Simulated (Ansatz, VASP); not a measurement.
**Two plane-wave programs on Hg**

```
Hg
1.0
     3.46000    0.00000    0.00000
    -1.73000    2.99645    0.00000
     0.00000    0.00000   25.93600
Hg
5
Direct
  0.66667 0.33333 0.32773
  0.33333 0.66667 0.41386
  0.00000 0.00000 0.50134
  0.66667 0.33333 0.58917
  0.33333 0.66667 0.67883
```

Alike in both runs: task single point; functional LDA; k mesh 18 × 18 × 1; occupations gaussian, width 0.1 eV; no spin polarisation.

|  | VASP | Ansatz |
| --- | --- | --- |
| version | VASP 6.6.1 | Ansatz 0.2.0 |
| potentials or method | VASP PAW LDA potentials, release 64 (Hg), cutoff 520 eV | scalar-relativistic, plane waves, PAW |
| valence electrons in the cell | 60 | 100 |

|  | VASP | Ansatz | Ansatz less VASP |
| --- | --- | --- | --- |
| gap on the k mesh at the Fermi level (eV) | none | none | - |
| rms of the force components (eV/Å) | 0.062 | 0.050 | -0.0120 |

LDA's correlation is that of Perdew and Zunger in VASP and of Perdew and Wang (1992) in Ansatz. Atom by atom the forces differ by 0.019 eV/Å (rms over components). A gap of «none» marks a metal or a gap that the smearing closes. VASP's potentials hold 60 valence electrons a cell and Ansatz's 100, so a difference there can come from the potentials and not from the codes. Ansatz's warnings: published levels not confirmed, xc potential rough in thin density.

Neither program's run includes spin-orbit coupling.
